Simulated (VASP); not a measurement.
Wanted: the native input for a VASP 6.6.1 run.

```
Task                   : single point
Functional             : PBEsol
Potentials or basis    : VASP PAW PBE potentials, release 64 (Al)
Cutoff                 : 520 eV
k mesh                 : 20 × 20 × 20
Occupations            : gaussian, width 0.15 eV
Spin                   : no spin polarisation
Dipole correction      : no
Further INCAR settings : ALGO = Fast; EDIFF = 1e-06; NBANDS = 8
```

The structure of Al lies in POSCAR:

```
Al
1.0
   -1.6190650171      1.6190650171      1.5912186900
    1.6190650171     -1.6190650171      1.5912186900
    1.6190650171      1.6190650171     -1.5912186900
Al
1
Direct
    0.0000000000      0.0000000000      0.0000000000
```

This cell differs from its parent crystal: strain +0.0175 x Voigt [1, 1, 0, 0, 0, 0].

One way to write it, as run:

INCAR

```
SYSTEM = Al
PREC     = Accurate       ! precision mode
ENCUT    = 520            ! plane-wave cutoff, eV
EDIFF    = 1E-6           ! SCF threshold, eV
ISMEAR   = 0              ! smearing method
SIGMA    = 0.15           ! smearing width, eV
LREAL    = .False.        ! projectors in reciprocal space
LASPH    = .True.         ! aspherical terms in the spheres
NELM     = 100            ! most SCF steps
ALGO     = Fast           ! electronic algorithm
ISIF     = 2              ! what is computed and relaxed
LWAVE    = .False.        ! write WAVECAR
LCHARG   = .True.         ! write CHGCAR
GGA      = PS             ! functional
LELF     = .True.         ! ELF
LVHAR    = .True.       
NBANDS   = 8              ! bands
```

KPOINTS

```
Automatic mesh
0
Gamma
  20 20 20
  0 0 0
```

Potentials or basis: VASP PAW PBE potentials, release 64 (Al).

Command:

```console
$ cat potpaw_PBE.64/Al/POTCAR > POTCAR
$ mpirun -np 1 vasp_std > vasp.out
```

Results of the run:

```
Pressure : -0.4 GPa
```

Caveat: the cell differs from its parent crystal (strain +0.0175 x Voigt [1, 1, 0, 0, 0, 0]); the PAW data sets were made with another functional, which shifts forces and pressure a little.

Run time: 36 s on 1 thread of Intel Xeon 6975P-C (shared host), peak memory 0.19 GiB.
